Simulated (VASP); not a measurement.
Input of a VASP 6.6.1 run:

INCAR

```
PREC     = Accurate       # precision mode
ENCUT    = 520            # plane-wave cutoff, eV
EDIFF    = 1E-7           # SCF threshold, eV
ISMEAR   = -1             # smearing method
SIGMA    = 0.05           # smearing width, eV
LREAL    = F              # projectors in reciprocal space
LASPH    = T              # aspherical terms in the spheres
NELM     = 80             # most SCF steps
ALGO     = Normal         # electronic algorithm
ISIF     = 2              # what is computed and relaxed
LWAVE    = F              # write WAVECAR
LCHARG   = T              # write CHGCAR
GGA      = PE             # functional
LELF     = T              # ELF
LVHAR    = T            
NBANDS   = 12             # bands
```

KPOINTS

```
Automatic mesh
0
Gamma
  16 16 16
```

POSCAR

```
Ag
1.0
   -1.5585317226      1.5585317226      1.5585317226
    1.5585317226     -1.5585317226      1.5585317226
    1.5585317226      1.5585317226     -1.5585317226
Ag
1
Direct
    0.0000000000      0.0000000000      0.0000000000
```

Potentials or basis: VASP PAW PBE potentials, release 64 (Ag).

Command:

```sh
$ cat potpaw_PBE.64/Ag/POTCAR > POTCAR
$ mpirun -np 1 vasp_std > vasp.out
```

**Question.** Estimate the pressure.

**Answer.** 24.5 GPa.
